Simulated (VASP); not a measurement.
CdI2, 3 atoms in the cell. The structure is trigonal, space group P-3m1 (No. 164). The conventional cell has a = 4.456 Å, b = 4.456 Å, c = 7.030 Å, α = 90.00°, β = 90.00°, γ = 120.00°. Within 4.1 Å of Cd (site symmetry -3m) lie 6 I at 3.11 Å. I (site symmetry 3m) has 3 Cd at 3.11 Å within 4.1 Å.  This cell differs from its parent crystal: strain +0.050 along x and y, +0.025 along z.

* Program: VASP 6.6.1
* Task: single point
* Functional: PBE
* Dispersion: D3(BJ)
* Potentials or basis: VASP PAW PBE potentials, release 64 (Cd, I)
* Cutoff: 500 eV
* k mesh: 9 × 9 × 4
* Occupations: gaussian, width 0.05 eV
* Spin: no spin polarisation
* Dipole correction: no
* Further INCAR settings: ALGO = Normal; EDIFF = 1e-06; NBANDS = 20

Potentials or basis: VASP PAW PBE potentials, release 64 (Cd, I).

The run is started by

```console
$ cat potpaw_PBE.64/Cd/POTCAR potpaw_PBE.64/I/POTCAR > POTCAR
$ mpirun -np 1 vasp_std > vasp.out
```

Hardware: 1 thread of Intel(R) Xeon(R) 6975P-C (Granite Rapids), on a shared host.

Question: How long does it take, and how much memory?

Answer: Run time: 31 s on 1 thread of Intel(R) Xeon(R) 6975P-C (Granite Rapids), on a shared host, peak memory 0.29 GiB. Counts: scf iterations 13, k points 43.
